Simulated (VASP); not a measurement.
# W (Im-3m) in VASP: notebook

The runs below take W through single point, relaxation of cell and atoms, with r2SCAN.

Everything below comes from runs of VASP 6.6.1. Logs are shortened: lines on timing, memory, paths and dates and some standing lists are left out, and cuts for length are marked.

## 1. The cell of the first run

Symmetry: Im-3m, No. 229, cubic system. Conventional cell: a = 3.201 Å, b = 3.201 Å, c = 3.201 Å, α = 90.00°, β = 90.00°, γ = 90.00°. W (site symmetry m-3m) has 14 W at 2.77 to 3.20 Å within 3.7 Å.

## 2. Single point, r2SCAN

POSCAR reads:

```
W
1.0
   -1.6007500000      1.6007500000      1.6007500000
    1.6007500000     -1.6007500000      1.6007500000
    1.6007500000      1.6007500000     -1.6007500000
W
1
Direct
    0.0000000000      0.0000000000      0.0000000000
```

INCAR.step1 reads:

```
PREC = Accurate
ENCUT = 520
ISMEAR = 0
SIGMA = 0.1
LREAL = F
LASPH = T
NELM = 100
NBANDS = 13
GGA = PE
ALGO = Normal
EDIFF = 1E-4
LWAVE = T
LCHARG = F
```

INCAR.step2 reads:

```
PREC = Accurate
ENCUT = 520
EDIFF = 1E-6
ISMEAR = 0
SIGMA = 0.1
LREAL = F
LASPH = T
NELM = 100
ALGO = Normal
ISIF = 2
LWAVE = F
LCHARG = F
METAGGA = R2SCAN
LMIXTAU = T
NBANDS = 13
ISTART = 1
```

KPOINTS reads:

```
regular mesh
0
Gamma
  8 8 8
```

Potentials or basis: VASP PAW PBE potentials, release 64 (W_sv).

Run with:

```sh
$ cat potpaw_PBE.64/W_sv/POTCAR > POTCAR
$ cp INCAR.step1 INCAR
$ mpirun -np 1 vasp_std > vasp.out
$ cp INCAR.step2 INCAR
$ mpirun -np 1 vasp_std > vasp.out
```

OUTCAR:

```text
PREC = Accurate
   ENCUT = 520
   EDIFF = 1E-6
   ISMEAR = 0
   LREAL = F
   LASPH = T
   NELM = 100
   ISIF = 2
   METAGGA = R2SCAN
   ISTART = 1

 ion  position               nearest neighbor table
   1  0.000  0.000  0.000-

  LATTYP: Found a body centered cubic cell.
 ALAT       =     3.2015000000

  Lattice vectors:

 A1 = (  -1.6007500000,   1.6007500000,   1.6007500000)
 A2 = (   1.6007500000,  -1.6007500000,   1.6007500000)
 A3 = (   1.6007500000,   1.6007500000,  -1.6007500000)

Analysis of symmetry for initial positions (statically):
=====================================================================
 Subroutine PRICEL returns:
 Original cell was already a primitive cell.

 Routine SETGRP: Setting up the symmetry group for a
 body centered cubic supercell.

 Subroutine GETGRP returns: Found 48 space group operations
 (whereof 48 operations were pure point group operations)
 out of a pool of 48 trial point group operations.

The static configuration has the point symmetry O_h .

Analysis of symmetry for dynamics (positions and initial velocities):
=====================================================================
 Subroutine PRICEL returns:
 Original cell was already a primitive cell.

 Routine SETGRP: Setting up the symmetry group for a
 body centered cubic supercell.

 Subroutine GETGRP returns: Found 48 space group operations
 (whereof 48 operations were pure point group operations)
 out of a pool of 48 trial point group operations.

The dynamic configuration has the point symmetry O_h .

 Subroutine INISYM returns: Found 48 space group operations
 (whereof 48 operations are pure point group operations),
 and found     1 'primitive' translations

----------------------------------------------------------------------------------------

                                     Primitive cell

  volume of cell :      16.4071

  direct lattice vectors                    reciprocal lattice vectors
    -1.600750000  1.600750000  1.600750000     0.000000000  0.312353584  0.312353584
     1.600750000 -1.600750000  1.600750000     0.312353584  0.000000000  0.312353584
     1.600750000  1.600750000 -1.600750000     0.312353584  0.312353584  0.000000000

  length of vectors
     2.772580330  2.772580330  2.772580330     0.441734675  0.441734675  0.441734675

  position of ions in fractional coordinates (direct lattice)
     0.000000000  0.000000000  0.000000000

  ion indices of the primitive-cell ions
   primitive index   ion index
                 1           1

----------------------------------------------------------------------------------------

 KPOINTS: regular mesh

Automatic generation of k-mesh.
 Grid dimensions read from file:
 generate k-points for:    8    8    8

 Generating k-lattice:

  Cartesian coordinates                     Fractional coordinates (reciprocal lattice)
     0.000000000  0.039044198  0.039044198     0.125000000  0.000000000  0.000000000
     0.039044198  0.000000000  0.039044198     0.000000000  0.125000000  0.000000000
     0.039044198  0.039044198  0.000000000     0.000000000  0.000000000  0.125000000

  Length of vectors
     0.055216834  0.055216834  0.055216834

  Shift w.r.t. Gamma in fractional coordinates (k-lattice)
     0.000000000  0.000000000  0.000000000

 Subroutine IBZKPT returns following result:
 ===========================================

 Found     29 irreducible k-points:

 Following reciprocal coordinates:
            Coordinates               Weight
  0.000000  0.000000  0.000000      1.000000
  0.125000  0.000000  0.000000     12.000000
  0.250000  0.000000  0.000000     12.000000
  0.375000  0.000000  0.000000     12.000000
  0.500000  0.000000  0.000000      6.000000
  0.125000  0.125000  0.000000     24.000000
[... 16 lines left out ...]
 -0.250000  0.250000  0.250000      6.000000
 -0.375000  0.375000  0.250000     24.000000
 [... further k-points ...]
   k-points           NKPTS =     29   k-points in BZ     NKDIM =     29   number of bands    NBANDS=     13
   number of dos      NEDOS =    301   number of ions     NIONS =      1
   total plane-waves  NPLWV =  13824
   dimension x,y,z NGX =    24 NGY =   24 NGZ =   24
   dimension x,y,z NGXF=    48 NGYF=   48 NGZF=   48
   ions per type =               1
   NGX,Y,Z   is equivalent  to a cutoff of  14.39, 14.39, 14.39 a.u.
   NGXF,Y,Z  is equivalent  to a cutoff of  28.78, 28.78, 28.78 a.u.
 SYSTEM =  unknown system
   PREC   = accura    normal or accurate (medium, high low for compatibility)
   ISTART =      1    job   : 0-new  1-cont  2-samecut
   ICHARG =      0    charge: 1-file 2-atom 10-const
   ISPIN  =      1    spin polarized calculation?
   LNONCOLLINEAR =      F non collinear calculations
   LSORBIT =      F    spin-orbit coupling
   LASPH  =      T    aspherical Exc in radial PAW
   ENCUT  =  520.0 eV  38.22 Ry    6.18 a.u.   5.16  5.16  5.16*2*pi/ulx,y,z
   NELM   =    100;   NELMIN=  2; NELMDL=  0     # of ELM steps
   EDIFF  = 0.1E-05   stopping-criterion for ELM
   LREAL  =      F    real-space projection
   EDIFFG = 0.1E-04   stopping-criterion for IOM
   NSW    =      0    number of steps for IOM
   IBRION =     -1    ionic relax: 0-MD 1-quasi-New 2-CG
   NFREE  =      0    steps in history (QN), initial steepest desc. (CG)
   ISIF   =      2    stress and relaxation
   ISYM   =      2    0-nonsym 1-usesym 2-fastsym
   POTIM  = 0.5000    time-step for ionic-motion
   TEBEG  =    0.0;   TEEND  =   0.0 temperature during run
   PSTRESS=    0.0 pullay stress
   NELECT =      14.0000    total number of electrons
   NUPDOWN=      -1.0000    fix difference up-down
   EMIN   =  10.00;   EMAX   =-10.00  energy-range for DOS
   EFERMI =   0.00;   METHOD = LEGACY
   ISMEAR =     0;   SIGMA  =   0.10  broadening in eV -4-tet -1-fermi 0-gaus
   EFERMI_NEDOS =   21; number of points for ismear=-14 and -15
   IALGO  =     38    algorithm
   IMIX   =      4    mixing-type and parameters
     AMIX     =   0.40;   BMIX     =  1.00
     AMIX_MAG =   1.60;   BMIX_MAG =  1.00
  volume/ion in A,a.u.               =      16.41       110.72
  Fermi-wavevector in a.u.,A,eV,Ry     =   1.552771  2.934311 32.804965  2.411097
  Thomas-Fermi vector in A             =   2.657098
   LORBIT       =      0    0 simple, 1 ext, 2 COOP (PROOUT), +10 PAW based schemes
   METAGGA = R2SCAN    functional components
   LHFCALC =     F    Hartree Fock is set to
   AEXX    =    0.0000 exact exchange contribution
   IVDW    =     0    specifies the selected vdW correction
   LEPSILON=     F    determine dielectric tensor
   LRPA    =     F    only Hartree local field effects (RPA)
 non-spin polarized calculation
 Gauss-broadening in eV      SIGMA  =   0.10
  energy-cutoff  :      520.00
  volume of cell :       16.41
 maximum number of plane-waves:       466
 NGX is ok and might be reduce to    24
   NGX = 11   NGY = 11   NGZ = 11

 number of electron      14.0000002 magnetization

 Free energy of the ion-electron system (eV)
  ---------------------------------------------------
  ext. energy  EPLUGINS =         0.00000000
  ---------------------------------------------------
  free energy    TOTEN  =       -51.34712467 eV

  energy without entropy =      -51.34712461  energy(sigma->0) =      -51.34712464

 E-fermi :  10.6233     XC(G=0): -14.7339

 val. band max:       10.2930384968   @ k =   0.1250   0.0000   0.0000
 cond. band min:      10.9594045042   @ k =   0.5000   0.5000   0.2500
 fundamental gap:      0.6663660074
 Fermi energy:        10.6232763494

 k-point     1 :       0.0000    0.0000    0.0000
  band No.  band energies     occupation
      1     -65.3507      2.00000
      2     -28.2627      2.00000
      3     -28.2627      2.00000
      4     -28.2627      2.00000
      5       0.8656      2.00000
      6       9.5745      2.00000
      7       9.5745      2.00000
      8       9.5745      2.00000
      9      13.2973      0.00000
     10      13.2974      0.00000
     11      25.9759      0.00000
     12      25.9759      0.00000
     13      25.9759      0.00000

 k-point     2 :       0.1250    0.0000    0.0000
  band No.  band energies     occupation
      1     -65.3319      2.00000
      2     -28.4546      2.00000
      3     -28.3229      2.00000
      4     -28.2635      2.00000
      5       1.5987      2.00000
      6       9.1461      2.00000
      7       9.4258      2.00000
      8      10.2930      2.00000
      9      12.7468      0.00000
     10      13.3083      0.00000
     11      26.4952      0.00000
     12      27.2345      0.00000
     13      27.4746      0.00000

 k-point     3 :       0.2500    0.0000    0.0000
  band No.  band energies     occupation
      1     -65.2860      2.00000
      2     -28.8994      2.00000
      3     -28.4657      2.00000
      4     -28.2654      2.00000
      5       3.3277      2.00000
      6       8.2532      2.00000
      7       8.9302      2.00000
      8      12.3169      0.00000
      9      12.5997      0.00000
     10      13.4687      0.00000
     11      26.0852      0.00000
     12      27.6009      0.00000
     13      30.5537      0.00000
[... 305 lines left out ...]
 k-point    23 :      -0.2500    0.2500    0.2500
  band No.  band energies     occupation
      1     -65.2293      2.00000
      2     -28.9215      2.00000
      3     -28.6853      2.00000
      4     -28.6853      2.00000
      5       5.3801      2.00000
      6       8.1680      2.00000
      7      10.2339      2.00000
      8      10.2340      2.00000
      9      12.1623      0.00000
     10      14.4525      0.00000
     11      25.8468      0.00000
     12      30.4046      0.00000
     13      30.4046      0.00000

 k-point    24 :      -0.3750    0.3750    0.2500
  band No.  band energies     occupation
      1     -65.1891      2.00000
      2     -29.1793      2.00000
      3     -28.8358      2.00000
      4     -28.7209      2.00000
      5       6.2118      2.00000
      6       7.0638      2.00000
      7      10.2437      2.00000
      8      11.0803      0.00000
      9      14.4908      0.00000
     10      15.2488      0.00000
     11      24.6343      0.00000
     12      27.0755      0.00000
     13      28.4385      0.00000

 [... further k-points ...]
[... 5 lines left out ...]
  --------------------------------------------------------------------------------------
  -------------------------------------------------------------------------------------
  Total       -0.8285598     -0.8285598     -0.8285598     -0.0000000      0.0000000      0.0000000
  in kB      -80.9103227    -80.9103227    -80.9103227     -0.0000000      0.0000000      0.0000000
  external PRESSURE =     -80.9103227 kB  Pullay stress =       0.0000000 kB

 VOLUME and BASIS-vectors are now :
 -----------------------------------------------------------------------------
  energy-cutoff  :      520.00
  volume of cell :       16.41
      direct lattice vectors                 reciprocal lattice vectors
    -1.600750000  1.600750000  1.600750000     0.000000000  0.312353584  0.312353584
     1.600750000 -1.600750000  1.600750000     0.312353584  0.000000000  0.312353584
     1.600750000  1.600750000 -1.600750000     0.312353584  0.312353584  0.000000000

 POSITION                                       TOTAL-FORCE (eV/Angst)
 -----------------------------------------------------------------------------------
      0.00000      0.00000      0.00000        -0.000000      0.000000      0.000000
 -----------------------------------------------------------------------------------
    total drift:                                0.000000      0.000000     -0.000000

  FREE ENERGIE OF THE ION-ELECTRON SYSTEM (eV)
  ---------------------------------------------------
  free  energy   TOTEN  =       -51.3471246677 eV

  energy  without entropy=      -51.3471246121  energy(sigma->0) =      -51.34712464
```

It took 34 s on 1 thread of Intel Xeon Platinum 8259CL at 2.50GHz (Skylake/Cascade Lake), shared host; peak memory 0.14 GiB.

What came out:

```
Free energy            : -51.3471 eV
Pressure               : -8.1 GPa
Band gap on the k mesh : zero (band 7 reaches 15.89 eV, above the bottom of band 8 at 9.57 eV)
```

Caveat: the PAW data sets were made with another functional, which shifts forces and pressure a little; spin-orbit coupling is left out, which moves the levels of the heavy elements.

## 3. Single point, r2SCAN

This run uses another cell than the first one, of 15.93 Å³/atom, 0.971 times its volume.

POSCAR reads:

```
W
1.0
   -1.5849475232      1.5849475232      1.5849475232
    1.5849475232     -1.5849475232      1.5849475232
    1.5849475232      1.5849475232     -1.5849475232
W
1
Direct
    0.0000000000      0.0000000000      0.0000000000
```

INCAR.step1 reads:

```
  PREC = Accurate
  ENCUT = 520
  ISMEAR = 0
  SIGMA = 0.1
  LREAL = False
  LASPH = True
  NELM = 60
  NBANDS = 13
  GGA = PE
  ALGO = Normal
  EDIFF = 1E-4
  LWAVE = True
  LCHARG = False
```

INCAR.step2 reads:

```
  PREC = Accurate
  ENCUT = 520
  EDIFF = 1E-7
  ISMEAR = 0
  SIGMA = 0.1
  LREAL = False
  LASPH = True
  NELM = 60
  ALGO = Normal
  ISIF = 2
  LWAVE = False
  LCHARG = False
  METAGGA = R2SCAN
  LMIXTAU = True
  NBANDS = 13
  ISTART = 1
```

KPOINTS is that of step 2.

Potentials or basis: VASP PAW PBE potentials, release 64 (W_sv).

Run with:

```sh
$ cat potpaw_PBE.64/W_sv/POTCAR > POTCAR
$ cp INCAR.step1 INCAR
$ mpirun -np 1 vasp_std > vasp.out
$ cp INCAR.step2 INCAR
$ mpirun -np 1 vasp_std > vasp.out
```

Wall time 37 s (1 thread of Intel Xeon Platinum 8259CL at 2.50GHz (Skylake/Cascade Lake), shared host); peak memory 0.13 GiB.

The run converged. Its results:

```
Free energy            : -51.3577 eV
Pressure               : 1.1 GPa
Band gap on the k mesh : zero (band 7 reaches 16.53 eV, above the bottom of band 8 at 9.95 eV)
```

Levels at points of the mesh, in eV from the Fermi level:
```tsv
k point	band 5	band 6	band 7	band 8	band 9	band 10
(0.00, 0.00, 0.00)	-9.91	-1.08	-1.08	-1.08	2.76	2.76
(0.50, 0.00, 0.00)	-6.34	-3.54	0.70	2.59	3.64	6.49
(0.50, 0.50, 0.50)	-5.78	-5.78	5.50	5.50	5.50	8.70
```

Caveat: the PAW data sets were made with another functional, which shifts forces and pressure a little; spin-orbit coupling is left out, which moves the levels of the heavy elements.

[end of part 1 of 2]
